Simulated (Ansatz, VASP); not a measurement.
**SrTiO3: VASP beside Ansatz**

INCAR

```
ALGO = Normal
EDIFF = 1E-6
ENCUT = 520
GGA = PS
ISIF = 2
ISMEAR = 0
LASPH = True
LCHARG = False
LREAL = False
LWAVE = False
NBANDS = 51
NELM = 80
PREC = Accurate
SIGMA = 0.05
```

Contents of KPOINTS:

```
k-points
0
Gamma
  8 8 8
```

Contents of POSCAR:

```
SrTiO3
1.0
   -2.7435446834      2.7709801302      3.9043133139
    2.7435446834     -2.7709801302      3.9043133139
    2.7435446834      2.7709801302     -3.9043133139
Sr Ti O
2 2 6
Direct
    0.7500000000      0.2500000000      0.5000000000
    0.2500000000      0.7500000000      0.5000000000
    0.0000000000      0.0000000000      0.0000000000
    0.5000000000      0.5000000000      0.0000000000
    0.2500000000      0.2500000000      0.0000000000
    0.7500000000      0.7500000000      0.0000000000
    0.7253545255      0.2253545255      0.9507090510
    0.2253545255      0.2746454745      0.5000000000
    0.2746454745      0.7746454745      0.0492909490
    0.7746454745      0.7253545255      0.5000000000
```

Input for Ansatz:

```yaml
crystal:
  lattice:
    - [-2.7435446834, 2.7709801302, 3.9043133139]
    - [2.7435446834, -2.7709801302, 3.9043133139]
    - [2.7435446834, 2.7709801302, -3.9043133139]
  atoms:
    - { symbol: Sr, position: [0.75, 0.25, 0.5] }
    - { symbol: Sr, position: [0.25, 0.75, 0.5] }
    - { symbol: Ti, position: [0.0, 0.0, 0.0] }
    - { symbol: Ti, position: [0.5, 0.5, 0.0] }
    - { symbol: O, position: [0.25, 0.25, 0.0] }
    - { symbol: O, position: [0.75, 0.75, 0.0] }
    - { symbol: O, position: [0.7253545255, 0.2253545255, 0.950709051] }
    - { symbol: O, position: [0.2253545255, 0.2746454745, 0.5] }
    - { symbol: O, position: [0.2746454745, 0.7746454745, 0.049290949] }
    - { symbol: O, position: [0.7746454745, 0.7253545255, 0.5] }
basis:
  ecutwfc: 420
kpoints:
  mp_grid: { grid: [8, 8, 8] }
hamiltonian:
  xc: pbesol
scf:
  occupations: { method: gaussian, width: 0.05 }
output:
  forces: true
  stress: true
  eigenvalues: true
  write_density: true
  write_potential: true
  elf: true
  volumetric_format: npy
```

Change from the starting cell: strain +0.0100 x Voigt [0, 1, 0, 0, 0, 0], atoms carried along.

Alike in both runs: task single point; functional PBEsol; k mesh 8 × 8 × 8; occupations gaussian, width 0.05 eV; no spin polarisation.

|  | VASP | Ansatz |
| --- | --- | --- |
| version | VASP 6.6.1 | Ansatz 0.2.0 |
| potentials or method | VASP PAW PBE potentials, release 64 (Sr_sv, Ti_sv, O), cutoff 520 eV | scalar-relativistic, plane waves, PAW |
| valence electrons in the cell | 80 | 80 |

```csv
,VASP,Ansatz,Ansatz less VASP
gap on the k mesh at the Fermi level (eV),1.90,1.93,+0.030
least direct gap on the mesh (eV),1.91,1.94,+0.030
pressure (GPa),-1.1,-1.8,-0.68
"traceless stress, the component that is largest in VASP (GPa)",-1.50,-1.48,+0.020
rms of the force components (eV/Å),0.009,0.006,-0.0023
```

VASP's potentials were made for PBE, not for PBEsol. Atom by atom the forces differ by 0.002 eV/Å (rms over components).
